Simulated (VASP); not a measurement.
AlN: single point with PBE

The system is AlN.

```
CELL_PARAMETERS angstrom
0.00000 1.94239 1.94239
1.94239 0.00000 1.94239
1.94239 1.94239 0.00000
ATOMIC_POSITIONS crystal
Al 0.00000 0.00000 0.00000
N 0.50000 0.50000 0.50000
```

```yaml
Program: VASP 6.6.1
Task: single point
Functional: PBE
Potentials_or_basis: VASP PAW PBE potentials, release 64 (Al, N)
Cutoff: 600 eV
k_mesh: 8 × 8 × 8
Occupations: gaussian, width 0.01 eV
Spin: no spin polarisation
Dipole_correction: no
Further_INCAR_settings: ALGO = Normal; EDIFF = 1e-06; NBANDS = 11
```

```yaml
Pressure: 46.1 GPa
Band_gap_on_the_k_mesh: 5.07 eV, indirect (least direct gap 7.52 eV)
```

Levels at points of the mesh, in eV from the valence-band top:
```tsv
k point	band 1	band 2	band 3	band 4	band 5	band 6	band 7	band 8
(0.00, 0.00, 0.00)	-18.70	0.00	0.00	0.00	7.52	12.55	12.55	12.55
(0.50, 0.00, 0.00)	-14.93	-9.11	-1.32	-1.32	6.92	12.01	12.01	15.10
(0.50, 0.50, 0.00)	-13.78	-8.22	-3.12	-3.12	5.07	5.83	15.58	19.23
```

Run time: 17 s on 1 thread of AMD EPYC 7R13 (shared host), peak memory 0.1 GiB.

A k mesh can miss the band edges. PBE gaps usually lie below the measured ones, often by a third to a half.
